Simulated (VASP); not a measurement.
Write the native input for VASP 6.6.1 that does the following.

```yaml
Task: single point
Functional: PBE
Potentials_or_basis: VASP PAW PBE potentials, release 64 (Si, Ni)
Cutoff: 520 eV
k_mesh: 14 × 14 × 14
Occupations: gaussian, width 0.1 eV
Spin: no spin polarisation
Dipole_correction: no
Further_INCAR_settings: ALGO = Fast; EDIFF = 1e-06; NBANDS = 25
```

The structure of SiNi3 lies in POSCAR:

```
SiNi3
1.0
    3.5588535429      0.0000000000      0.0000000000
    0.0000000000      3.5588535429      0.0000000000
    0.0000000000      0.0000000000      3.4519696577
Si Ni
1 3
Direct
    0.0000000000      0.0000000000      0.0000000000
    0.0000000000      0.5000000000      0.5000000000
    0.5000000000      0.0000000000      0.5000000000
    0.5000000000      0.5000000000      0.0000000000
```

This cell differs from its parent crystal: biaxial strain in the a-b plane: +1.5 %, then relaxed in part.

One way to write it, as run:

INCAR

```
SYSTEM = SiNi3
ALGO     = Fast           ! electronic algorithm
EDIFF    = 1E-6           ! SCF threshold, eV
ENCUT    = 520            ! plane-wave cutoff, eV
GGA      = PE             ! functional
ISIF     = 2              ! what is computed and relaxed
ISMEAR   = 0              ! smearing method
LASPH    = .TRUE.         ! aspherical terms in the spheres
LCHARG   = .TRUE.         ! write CHGCAR
LELF     = .TRUE.         ! ELF
LREAL    = .FALSE.        ! projectors in reciprocal space
LVHAR    = .TRUE.       
LWAVE    = .FALSE.        ! write WAVECAR
NBANDS   = 25             ! bands
NELM     = 80             ! most SCF steps
PREC     = Accurate       ! precision mode
SIGMA    = 0.1            ! smearing width, eV
```

KPOINTS

```
k-points
0
G
  14 14 14
  0 0 0
```

Potentials or basis: VASP PAW PBE potentials, release 64 (Si, Ni).

Launch:

```console
$ cat potpaw_PBE.64/Si/POTCAR potpaw_PBE.64/Ni/POTCAR > POTCAR
$ mpirun -np 1 vasp_std > vasp.out
```

Results of the run:

The pressure is -2.8 GPa and the band gap on the k mesh is zero (bands 17 and 18 overlap by 0.30 eV).

Caveat: the cell differs from its parent crystal (biaxial strain in the a-b plane: +1.5 %, then relaxed in part).

Run time: 2.5 min on 1 thread of Intel(R) Xeon(R) 6975P-C (Granite Rapids) (shared host), peak memory 0.35 GiB.
